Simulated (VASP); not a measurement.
The system is GaN.

```
CELL_PARAMETERS angstrom
3.18000 0.00000 0.00000
-1.59000 2.75396 0.00000
0.00000 0.00000 5.16600
ATOMIC_POSITIONS crystal
Ga 0.33333 0.66667 0.00000
Ga 0.66667 0.33333 0.50000
N 0.33333 0.66667 0.37500
N 0.66667 0.33333 0.87500
```

```yaml
Program: VASP 6.6.1
Task: relaxation of cell and atoms
Functional: LDA
Potentials_or_basis: VASP PAW LDA potentials, release 64 (Ga_d, N)
Cutoff: 600 eV
k_mesh: 12 × 12 × 6
Occupations: fermi-dirac, width 0.02 eV
Spin: no spin polarisation
```

At the start: pressure -3.5 GPa; volume 11.31 Å³/atom.

How do energy, volume and symmetry change on relaxing?

Over 6 steps the energy falls by 2.7 meV/atom and the volume is 11.11 Å³/atom (-1.8 %); space group P6_3mc (No. 186, to 0.1 Å) before and after.

The path:
| step | energy change (eV) | largest force (eV/Å) | pressure (GPa) | volume (Å³) |
| --- | --- | --- | --- | --- |
| 1 | 0.0000 | 0.1278 | -3.55 | 45.24 |
| 2 | 0.0000 | 0.1154 | 3.88 | 43.62 |
| 3 | -0.0109 | 0.0106 | 0.01 | 44.42 |
| 4 | -0.0108 | 0.0080 | 0.30 | 44.40 |
| 5 | -0.0107 | 0.0002 | -0.49 | 44.52 |
| 6 | -0.0109 | 0.0061 | -0.02 | 44.43 |

Final structure:
```cif
data_structure
_symmetry_space_group_name_H-M 'P 1'
_symmetry_Int_Tables_number 1
_cell_length_a 3.1569
_cell_length_b 3.1569
_cell_length_c 5.1482
_cell_angle_alpha 90.000
_cell_angle_beta 90.000
_cell_angle_gamma 120.000
_cell_volume 44.43
loop_
_atom_site_label
_atom_site_type_symbol
_atom_site_fract_x
_atom_site_fract_y
_atom_site_fract_z
_atom_site_occupancy
Ga1 Ga 0.33333 0.66667 0.99937 1
Ga2 Ga 0.66667 0.33333 0.49937 1
N1 N 0.33333 0.66667 0.37563 1
N2 N 0.66667 0.33333 0.87563 1
```
